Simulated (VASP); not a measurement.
# Cd (P6_3/mmc) in VASP: notebook

Cd is run at these levels: PBE; tasks: single point.

All numbers are computed with VASP 6.6.1; they aren't measurements. Logs are shortened: lines on timing, memory, paths and dates and some standing lists are left out, and cuts for length are marked.

### Step 1. The cell of the first run

The structure is hexagonal, space group P6_3/mmc (No. 194). Conventional cell: a = 2.919 Å, b = 2.919 Å, c = 5.504 Å, α = 90.00°, β = 90.00°, γ = 120.00°. Cd (site symmetry -6m2) has 12 Cd at 2.92 to 3.23 Å within 3.8 Å.

### Step 2. Single point, PBE (20.30 Å³/atom)

INCAR reads:

```
ALGO = Normal
EDIFF = 1E-6
ENCUT = 500
GGA = PE
GGA_COMPAT = False
ISIF = 2
ISMEAR = -1
LASPH = True
LCHARG = False
LREAL = False
LWAVE = False
NBANDS = 19
NELM = 120
PREC = Accurate
SIGMA = 0.05
```

KPOINTS reads:

```
k-points
0
Gamma
  16 16 7
```

POSCAR reads:

```
Cd
1.0
    2.9185794238      0.0000000000      0.0000000000
   -1.4592897118      2.5275639239      0.0000000000
    0.0000000000      0.0000000000      5.5039474349
Cd
2
Direct
    0.3333333333      0.6666666667      0.2500000000
    0.6666666667      0.3333333333      0.7500000000
```

Potentials or basis: VASP PAW PBE potentials, release 64 (Cd).

Run with:

```bash
cat potpaw_PBE.64/Cd/POTCAR > POTCAR
mpirun -np 1 vasp_std > vasp.out
```

OUTCAR:

```text
EDIFF = 1E-6
   ENCUT = 500
   GGA = PE
   ISIF = 2
   ISMEAR = -1
   LASPH = True
   LREAL = False
   NELM = 120
   PREC = Accurate

 ion  position               nearest neighbor table
   1  0.333  0.667  0.250-   2 3.23   2 3.23   2 3.23   2 3.23   2 3.23   2 3.23
   2  0.667  0.333  0.750-   1 3.23   1 3.23   1 3.23   1 3.23   1 3.23   1 3.23

  LATTYP: Found a hexagonal cell.
 ALAT       =     2.9185794238
 C/A-ratio  =     1.8858309594

  Lattice vectors:

 A1 = (   2.9185794238,   0.0000000000,   0.0000000000)
 A2 = (  -1.4592897118,   2.5275639239,   0.0000000000)
 A3 = (   0.0000000000,   0.0000000000,   5.5039474349)

Analysis of symmetry for initial positions (statically):
=====================================================================
 Subroutine PRICEL returns:
 Original cell was already a primitive cell.

 Routine SETGRP: Setting up the symmetry group for a
 hexagonal supercell.

 Subroutine GETGRP returns: Found 24 space group operations
 (whereof 12 operations were pure point group operations)
 out of a pool of 24 trial point group operations.

The static configuration has the point symmetry D_3d.
 The point group associated with its full space group is D_6h.

Analysis of symmetry for dynamics (positions and initial velocities):
=====================================================================
 Subroutine PRICEL returns:
 Original cell was already a primitive cell.

 Routine SETGRP: Setting up the symmetry group for a
 hexagonal supercell.

 Subroutine GETGRP returns: Found 24 space group operations
 (whereof 12 operations were pure point group operations)
 out of a pool of 24 trial point group operations.

The dynamic configuration has the point symmetry D_3d.
 The point group associated with its full space group is D_6h.

 Subroutine INISYM returns: Found 24 space group operations
 (whereof 12 operations are pure point group operations),
 and found     1 'primitive' translations

----------------------------------------------------------------------------------------

                                     Primitive cell

  volume of cell :      40.6020

  direct lattice vectors                    reciprocal lattice vectors
     2.918579424  0.000000000  0.000000000     0.342632444  0.197818934  0.000000000
    -1.459289712  2.527563924  0.000000000     0.000000000  0.395637867  0.000000000
     0.000000000  0.000000000  5.503947435     0.000000000  0.000000000  0.181687782

  length of vectors
     2.918579424  2.918579424  5.503947435     0.395637867  0.395637867  0.181687782

  position of ions in fractional coordinates (direct lattice)
     0.333333333  0.666666667  0.250000000
     0.666666667  0.333333333  0.750000000

  ion indices of the primitive-cell ions
   primitive index   ion index
                 1           1
                 2           2

----------------------------------------------------------------------------------------

 KPOINTS: k-points

Automatic generation of k-mesh.
 Grid dimensions read from file:
 generate k-points for:   16   16    7

 Generating k-lattice:

  Cartesian coordinates                     Fractional coordinates (reciprocal lattice)
     0.021414528  0.012363683  0.000000000     0.062500000 -0.000000000  0.000000000
     0.000000000  0.024727367  0.000000000     0.000000000  0.062500000  0.000000000
     0.000000000  0.000000000  0.025955397     0.000000000  0.000000000  0.142857143

  Length of vectors
     0.024727367  0.024727367  0.025955397

  Shift w.r.t. Gamma in fractional coordinates (k-lattice)
     0.000000000  0.000000000  0.000000000

 Subroutine IBZKPT returns following result:
 ===========================================

 Found    120 irreducible k-points:

 Following reciprocal coordinates:
            Coordinates               Weight
  0.000000  0.000000  0.000000      1.000000
  0.062500  0.000000  0.000000      6.000000
  0.125000  0.000000  0.000000      6.000000
  0.187500  0.000000  0.000000      6.000000
  0.250000  0.000000  0.000000      6.000000
  0.312500 -0.000000  0.000000      6.000000
[... 16 lines left out ...]
  0.187500  0.187500  0.000000      6.000000
  0.250000  0.187500  0.000000     12.000000
 [... further k-points ...]
   k-points           NKPTS =    120   k-points in BZ     NKDIM =    120   number of bands    NBANDS=     19
   number of dos      NEDOS =    301   number of ions     NIONS =      2
   total plane-waves  NPLWV =  23040
   dimension x,y,z NGX =    24 NGY =   24 NGZ =   40
   dimension x,y,z NGXF=    48 NGYF=   48 NGZF=   80
   ions per type =               2
   NGX,Y,Z   is equivalent  to a cutoff of  13.67, 13.67, 12.08 a.u.
   NGXF,Y,Z  is equivalent  to a cutoff of  27.34, 27.34, 24.16 a.u.
 SYSTEM =  unknown system
   PREC   = accura    normal or accurate (medium, high low for compatibility)
   ISTART =      0    job   : 0-new  1-cont  2-samecut
   ICHARG =      2    charge: 1-file 2-atom 10-const
   ISPIN  =      1    spin polarized calculation?
   LNONCOLLINEAR =      F non collinear calculations
   LSORBIT =      F    spin-orbit coupling
   LASPH  =      T    aspherical Exc in radial PAW
   ENCUT  =  500.0 eV  36.75 Ry    6.06 a.u.   5.32  5.32 10.03*2*pi/ulx,y,z
   NELM   =    120;   NELMIN=  2; NELMDL= -5     # of ELM steps
   EDIFF  = 0.1E-05   stopping-criterion for ELM
   LREAL  =      F    real-space projection
   EDIFFG = 0.1E-04   stopping-criterion for IOM
   NSW    =      0    number of steps for IOM
   IBRION =     -1    ionic relax: 0-MD 1-quasi-New 2-CG
   NFREE  =      0    steps in history (QN), initial steepest desc. (CG)
   ISIF   =      2    stress and relaxation
   ISYM   =      2    0-nonsym 1-usesym 2-fastsym
   POTIM  = 0.5000    time-step for ionic-motion
   TEBEG  =    0.0;   TEEND  =   0.0 temperature during run
   PSTRESS=    0.0 pullay stress
   NELECT =      24.0000    total number of electrons
   NUPDOWN=      -1.0000    fix difference up-down
   EMIN   =  10.00;   EMAX   =-10.00  energy-range for DOS
   EFERMI =   0.00;   METHOD = LEGACY
   ISMEAR =    -1;   SIGMA  =   0.05  broadening in eV -4-tet -1-fermi 0-gaus
   EFERMI_NEDOS =   21; number of points for ismear=-14 and -15
   IALGO  =     38    algorithm
   IMIX   =      4    mixing-type and parameters
     AMIX     =   0.40;   BMIX     =  1.00
     AMIX_MAG =   1.60;   BMIX_MAG =  1.00
  volume/ion in A,a.u.               =      20.30       137.00
  Fermi-wavevector in a.u.,A,eV,Ry     =   1.373924  2.596339 25.683258  1.887666
  Thomas-Fermi vector in A             =   2.499397
   LORBIT       =      0    0 simple, 1 ext, 2 COOP (PROOUT), +10 PAW based schemes
   GGA     = PE    functional components
   LHFCALC =     F    Hartree Fock is set to
   AEXX    =    0.0000 exact exchange contribution
   IVDW    =     0    specifies the selected vdW correction
   LEPSILON=     F    determine dielectric tensor
   LRPA    =     F    only Hartree local field effects (RPA)
 non-spin polarized calculation
  energy-cutoff  :      500.00
  volume of cell :       40.60
 maximum number of plane-waves:      1065
 NGX is ok and might be reduce to    24
   NGX = 11   NGY = 11   NGZ = 21

 number of electron      24.0000003 magnetization

 Free energy of the ion-electron system (eV)
  ---------------------------------------------------
  ext. energy  EPLUGINS =         0.00000000
  ---------------------------------------------------
  free energy    TOTEN  =        -1.38510814 eV

  energy without entropy =       -1.38043732  energy(sigma->0) =       -1.38277273

 E-fermi :   3.4697     XC(G=0): -11.3625

 val. band max:        3.4680562051   @ k =   0.3125  -0.0000   0.0000
 cond. band min:       3.4721306064   @ k =   0.3125   0.1250   0.0000
 fundamental gap:      0.0040744013
 Fermi energy:         3.4696907320

 k-point     1 :       0.0000    0.0000    0.0000
  band No.  band energies     occupation
      1      -6.7402      2.00000
      2      -6.4455      2.00000
      3      -5.9979      2.00000
      4      -5.9979      2.00000
      5      -5.9388      2.00000
      6      -5.9388      2.00000
[... 11 lines left out ...]
     18      19.0132      0.00000
     19      19.5192      0.00000

 k-point     2 :       0.0625    0.0000    0.0000
  band No.  band energies     occupation
      1      -6.6935      2.00000
      2      -6.3921      2.00000
      3      -6.0177      2.00000
      4      -5.9573      2.00000
      5      -5.9571      2.00000
      6      -5.8995      2.00000
[... 11 lines left out ...]
     18      18.9324      0.00000
     19      19.9711      0.00000

 k-point     3 :       0.1250    0.0000    0.0000
  band No.  band energies     occupation
      1      -6.5798      2.00000
      2      -6.2911      2.00000
      3      -6.0682      2.00000
      4      -5.9812      2.00000
      5      -5.8394      2.00000
      6      -5.7861      2.00000
[... 11 lines left out ...]
     18      18.7269      0.00000
     19      19.3322      0.00000

 k-point     4 :       0.1875    0.0000    0.0000
  band No.  band energies     occupation
      1      -6.5107      2.00000
      2      -6.2314      2.00000
      3      -6.1234      2.00000
      4      -5.9060      2.00000
      5      -5.7422      2.00000
      6      -5.6586      2.00000
[... 11 lines left out ...]
     18      17.2547      0.00000
     19      17.6416      0.00000

 k-point     5 :       0.2500    0.0000    0.0000
  band No.  band energies     occupation
      1      -6.5732      2.00000
      2      -6.3290      2.00000
      3      -5.9931      2.00000
      4      -5.9741      2.00000
      5      -5.7385      2.00000
      6      -5.6286      2.00000
[... 11 lines left out ...]
     18      16.8035      0.00000
     19      17.2256      0.00000
[... 334 lines left out ...]
      2      -6.4567      2.00000
      3      -6.4179      2.00000
      4      -5.9167      2.00000
      5      -5.7611      2.00000
      6      -5.6560      2.00000
[... 11 lines left out ...]
     18      14.6103      0.00000
     19      15.2375      0.00000

 k-point    22 :       0.4375    0.1250    0.0000
  band No.  band energies     occupation
      1      -6.7103      2.00000
      2      -6.4792      2.00000
      3      -6.4483      2.00000
      4      -5.9191      2.00000
      5      -5.7899      2.00000
      6      -5.6213      2.00000
[... 11 lines left out ...]
     18      14.4763      0.00000
     19      15.1509      0.00000

 k-point    23 :       0.1875    0.1875    0.0000
  band No.  band energies     occupation
      1      -6.3261      2.00000
      2      -6.2754      2.00000
      3      -6.1398      2.00000
      4      -5.9587      2.00000
      5      -5.8819      2.00000
      6      -5.7955      2.00000
[... 11 lines left out ...]
     18      14.2123      0.00000
     19      14.8018      0.00000

 k-point    24 :       0.2500    0.1875    0.0000
  band No.  band energies     occupation
      1      -6.3976      2.00000
      2      -6.2633      2.00000
      3      -6.2436      2.00000
      4      -5.9338      2.00000
      5      -5.8622      2.00000
      6      -5.6547      2.00000
[... 11 lines left out ...]
     18      13.3998      0.00000
     19      14.1381      0.00000

 [... further k-points ...]

------------------------ aborting loop because EDIFF is reached ----------------------------------------

  FORCE on cell =-STRESS in cart. coord.  units (eV):
  Direction    XX          YY          ZZ          XY          YZ          ZX
  --------------------------------------------------------------------------------------
  -------------------------------------------------------------------------------------
  Total        2.2804722      2.2804722      1.4193125      0.0000000      0.0000000      0.0000000
  in kB       89.9885841     89.9885841     56.0067898      0.0000000      0.0000000      0.0000000
  external PRESSURE =      78.6613193 kB  Pullay stress =       0.0000000 kB

 VOLUME and BASIS-vectors are now :
 -----------------------------------------------------------------------------
  energy-cutoff  :      500.00
  volume of cell :       40.60
      direct lattice vectors                 reciprocal lattice vectors
     2.918579424  0.000000000  0.000000000     0.342632444  0.197818934  0.000000000
    -1.459289712  2.527563924  0.000000000     0.000000000  0.395637867  0.000000000
     0.000000000  0.000000000  5.503947435     0.000000000  0.000000000  0.181687782

 POSITION                                       TOTAL-FORCE (eV/Angst)
 -----------------------------------------------------------------------------------
     -0.00000      1.68504      1.37599         0.000000      0.000000      0.000000
      1.45929      0.84252      4.12796        -0.000000     -0.000000      0.000000
 -----------------------------------------------------------------------------------
    total drift:                                0.000000     -0.000000      0.000000

  FREE ENERGIE OF THE ION-ELECTRON SYSTEM (eV)
  ---------------------------------------------------
  free  energy   TOTEN  =        -1.3851081354 eV

  energy  without entropy=       -1.3804373210  energy(sigma->0) =       -1.38277273
```

It took 97 s on 1 thread of Intel Xeon 8259CL, shared host; peak memory 0.21 GiB.

What came out:

* Free energy: -1.3851 eV
* Pressure: 7.9 GPa
* Band gap on the k mesh: zero (bands 12 and 13 overlap by 4.02 eV)

Levels at points of the mesh, in eV from the Fermi level:
```csv
k point,band 10,band 11,band 12,band 13,band 14,band 15
"(0.00, 0.00, 0.00)",-8.59,-8.59,-3.37,-3.02,10.90,14.69
"(0.50, 0.00, 0.00)",-8.26,-2.55,-1.89,2.09,3.05,3.51
```

Caveat: the cell stands under pressure.

### Step 3. Single point, PBE (20.94 Å³/atom)

This run uses another cell than the first one, of 20.94 Å³/atom.

INCAR reads:

```
SYSTEM = Cd
  PREC = Accurate
  ENCUT = 500
  EDIFF = 1E-6
  ISMEAR = -1
  SIGMA = 0.05
  LREAL = .FALSE.
  LASPH = .TRUE.
  NELM = 120
  ALGO = Normal
  ISIF = 2
  LWAVE = .FALSE.
  LCHARG = .FALSE.
  GGA = PE
  NBANDS = 19
  GGA_COMPAT = .FALSE.
```

KPOINTS reads:

```
regular mesh
0
G
  16 16 7
  0 0 0
```

POSCAR reads:

```
Cd
1.0
    2.9487808294      0.0000000000      0.0000000000
   -1.4743904147      2.5537191084      0.0000000000
    0.0000000000      0.0000000000      5.5609021808
Cd
2
Direct
    0.3333333333      0.6666666667      0.2500000000
    0.6666666667      0.3333333333      0.7500000000
```

Potentials or basis: VASP PAW PBE potentials, release 64 (Cd).

Run with:

```bash
cat potpaw_PBE.64/Cd/POTCAR > POTCAR
mpirun -np 1 vasp_std > vasp.out
```

OUTCAR:

```text
SYSTEM = Cd
   PREC = Accurate
   ENCUT = 500
   EDIFF = 1E-6
   ISMEAR = -1
   LREAL = .FALSE.
   LASPH = .TRUE.
   NELM = 120
   ISIF = 2
   GGA = PE

 ion  position               nearest neighbor table
   1  0.333  0.667  0.250-   2 3.26   2 3.26   2 3.26   2 3.26   2 3.26   2 3.26
   2  0.667  0.333  0.750-   1 3.26   1 3.26   1 3.26   1 3.26   1 3.26   1 3.26

  LATTYP: Found a hexagonal cell.
 ALAT       =     2.9487808294
 C/A-ratio  =     1.8858309595

  Lattice vectors:

 A1 = (   2.9487808294,   0.0000000000,   0.0000000000)
 A2 = (  -1.4743904147,   2.5537191084,   0.0000000000)
 A3 = (   0.0000000000,   0.0000000000,   5.5609021808)

Analysis of symmetry for initial positions (statically):
=====================================================================
 Subroutine PRICEL returns:
 Original cell was already a primitive cell.

 Routine SETGRP: Setting up the symmetry group for a
 hexagonal supercell.

 Subroutine GETGRP returns: Found 24 space group operations
 (whereof 12 operations were pure point group operations)
 out of a pool of 24 trial point group operations.
[... 161 lines left out ...]
  free energy    TOTEN  =        -1.43730415 eV

  energy without entropy =       -1.43261200  energy(sigma->0) =       -1.43495807

 E-fermi :   3.2325     XC(G=0): -11.1958

 val. band max:        3.2080380986   @ k =   0.1875   0.0625   0.1429
 cond. band min:       3.2540384464   @ k =   0.3125   0.3125   0.4286
 fundamental gap:      0.0460003477
 Fermi energy:         3.2325340691

 k-point     1 :       0.0000    0.0000    0.0000
  band No.  band energies     occupation
      1      -6.8288      2.00000
      2      -6.5460      2.00000
      3      -6.1443      2.00000
      4      -6.1443      2.00000
      5      -6.0894      2.00000
      6      -6.0894      2.00000
[... 505 lines left out ...]
      6      -5.8201      2.00000
[... 11 lines left out ...]
     18      12.9030      0.00000
     19      13.7582      0.00000

 [... further k-points ...]

------------------------ aborting loop because EDIFF is reached ----------------------------------------

  FORCE on cell =-STRESS in cart. coord.  units (eV):
  Direction    XX          YY          ZZ          XY          YZ          ZX
  --------------------------------------------------------------------------------------
  -------------------------------------------------------------------------------------
  Total        1.5933006      1.5933006      0.9979512     -0.0000000      0.0000000      0.0000000
  in kB       60.9603464     60.9603463     38.1820285     -0.0000000      0.0000000      0.0000000
  external PRESSURE =      53.3675737 kB  Pullay stress =       0.0000000 kB

 VOLUME and BASIS-vectors are now :
 -----------------------------------------------------------------------------
  energy-cutoff  :      500.00
  volume of cell :       41.88
      direct lattice vectors                 reciprocal lattice vectors
     2.948780829  0.000000000  0.000000000     0.339123203  0.195792873  0.000000000
    -1.474390415  2.553719108  0.000000000     0.000000000  0.391585745  0.000000000
     0.000000000  0.000000000  5.560902181     0.000000000  0.000000000  0.179826936

 POSITION                                       TOTAL-FORCE (eV/Angst)
 -----------------------------------------------------------------------------------
     -0.00000      1.70248      1.39023        -0.000000      0.000000      0.000000
      1.47439      0.85124      4.17068         0.000000     -0.000000     -0.000000
 -----------------------------------------------------------------------------------
    total drift:                               -0.000000      0.000000      0.000000

  FREE ENERGIE OF THE ION-ELECTRON SYSTEM (eV)
  ---------------------------------------------------
  free  energy   TOTEN  =        -1.4373041497 eV

  energy  without entropy=       -1.4326119964  energy(sigma->0) =       -1.43495807
```

Run time: 1.8 min. Hardware: 1 thread of Intel Xeon 8259CL, shared host; peak memory 0.21 GiB.

What came out:

- Free energy: -1.4373 eV
- Pressure: 5.3 GPa
- Band gap on the k mesh: zero (bands 12 and 13 overlap by 3.98 eV)

Stress tensor (GPa, compression positive):
```
6.10 0.00 0.00
0.00 6.10 0.00
0.00 0.00 3.82
```

Levels at points of the mesh, in eV from the Fermi level:
```csv
k point,band 8,band 9,band 10,band 11,band 12,band 13,band 14,band 15,band 16,band 17
"(0.00, 0.00, 0.00)",-8.82,-8.82,-8.55,-8.55,-3.22,-3.04,10.72,14.56,15.16,15.19
"(0.50, 0.00, 0.00)",-8.59,-8.27,-8.25,-2.46,-1.88,2.02,3.03,3.33,5.30,8.51
```

Caveat: the cell stands under pressure.

[end of part 1 of 2]
